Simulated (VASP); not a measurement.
WS2: single point with PBEsol+D3(BJ)

The system is WS2.

```
W S
1.0
     2.95983    0.00000    0.00000
    -1.47991    2.56329    0.00000
     0.00000    0.00000    5.93549
W S
1 2
Direct
  0.33333 0.66667 0.00000
  0.66667 0.33333 0.73244
  0.66667 0.33333 0.26756
```

```json
{
 "Program": "VASP 6.6.1",
 "Task": "single point",
 "Functional": "PBEsol",
 "Dispersion": "D3(BJ)",
 "Potentials or basis": "VASP PAW PBE potentials, release 64 (W_sv, S)",
 "Cutoff": "520 eV",
 "k mesh": "12 × 12 × 6",
 "Occupations": "gaussian, width 0.02 eV",
 "Spin": "no spin polarisation",
 "Dipole correction": "no",
 "Further INCAR settings": "ALGO = Normal; EDIFF = 1e-07; NBANDS = 20"
}
```

| Item | Value |
| --- | --- |
| Pressure | 25.3 GPa |
| Largest force | 0.016 eV/Å |
| Band gap on the k mesh | 0.35 eV, indirect (least direct gap 1.35 eV) |
| Dispersion energy per atom | -0.457 eV |

Forces in eV/Å, atoms in the order of the input:
```
W    0.000  0.000  0.000
S    0.000  0.000 -0.016
S    0.000  0.000  0.016
```

Levels at points of the mesh, in eV from the valence-band top:
```
           k point  band 10  band 11  band 12  band 13  band 14  band 15  band 16  band 17
(0.00, 0.00, 0.00)    -2.55    -1.86    -1.86    -1.49     2.59     2.59     2.96     2.96
(0.50, 0.00, 0.00)    -4.15    -2.63    -2.07    -1.75     1.92     3.25     4.24     4.99
(0.00, 0.00, 0.50)    -3.40    -1.97    -1.97     0.00     2.59     2.59     3.12     3.12
(0.50, 0.00, 0.50)    -4.91    -4.29    -1.35    -0.96     2.56     3.31     3.61     4.02
```

Run time: 28 s on 1 thread of Intel(R) Xeon(R) 6975P-C (Granite Rapids), with other jobs on the host, peak memory 0.22 GiB.

Caveat: the PAW data sets were made with another functional, which shifts forces and pressure a little; spin-orbit coupling is left out, which moves the levels of the heavy elements. A k mesh can miss the band edges.
